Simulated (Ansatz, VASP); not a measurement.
## One calculation of Si3Se2, two programs

```
Si Se
1.0
     0.00000    5.18601    5.18601
     5.18601    0.00000    5.18601
     5.18601    5.18601    0.00000
Si Se
6 4
Direct
  0.62500 0.62500 0.62500
  0.62500 0.62500 0.12500
  0.62500 0.12500 0.62500
  0.12500 0.62500 0.62500
  0.00000 0.00000 0.00000
  0.25000 0.25000 0.25000
  0.12500 0.12500 0.12500
  0.12500 0.12500 0.62500
  0.12500 0.62500 0.12500
  0.62500 0.12500 0.12500
```

Alike in both runs: functional PBE; k mesh 3 × 3 × 3; occupations gaussian, width 0.2 eV; no spin polarisation.

Ansatz relaxed the structure, and its values are those at the end. VASP's run is a single point on that final structure, the one shown.

```csv
,VASP,Ansatz
version,VASP 6.6.1,Ansatz 0.2.0
potentials or method,"VASP PAW PBE potentials, release 64 (Si, Se), cutoff 500 eV","scalar-relativistic, plane waves, PAW"
valence electrons in the cell,48,88
```

Ansatz gave:

```
gap on the k mesh at the Fermi level (eV) : none
pressure (GPa)                            : 0.0
```

Problem. Which values does VASP return?

Solution. gap on the k mesh at the Fermi level (eV): none; pressure (GPa): 0.1.

A gap of «none» marks a metal or a gap that the smearing closes. VASP's potentials hold 48 valence electrons a cell and Ansatz's 88, so a difference there can come from the potentials and not from the codes.
